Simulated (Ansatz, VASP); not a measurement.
P: VASP beside Ansatz

```xyz
4
Lattice="3.2040 0.0000 0.0000 0.0000 33.8171 0.0000 0.0000 0.0000 4.4959" Properties=species:S:1:pos:R:3 pbc="T T T"
P     0.0000   32.7519    2.6204
P     0.0000    1.0652    1.8755
P     1.6020    1.0652    0.3724
P     1.6020   32.7519    4.1235
```

Change from the starting cell: equal strain along all axes, cell held, atoms relaxed: -3.0 %.

Alike in both runs: functional PBE; k mesh 8 × 1 × 6; occupations gaussian, width 0.02 eV; no spin polarisation.

Ansatz relaxed the structure, and its values are those at the end. VASP's run is a single point on that final structure, the one shown.

```csv
,VASP,Ansatz
version,VASP 6.6.1,Ansatz 0.2.0
potentials or method,"VASP PAW PBE potentials, release 64 (P), cutoff 520 eV","scalar-relativistic, plane waves, PAW"
valence electrons in the cell,20,20
```

VASP gave:

* gap on the k mesh at the Fermi level (eV): 0.63
* least direct gap on the mesh (eV): 0.63
* rms of the force components (eV/Å): 0.032

Q: What did Ansatz give for the same quantities?

A: gap on the k mesh at the Fermi level (eV): 0.61; least direct gap on the mesh (eV): 0.61; rms of the force components (eV/Å): 0.004.

Ansatz's warnings: stress scf threshold loose.
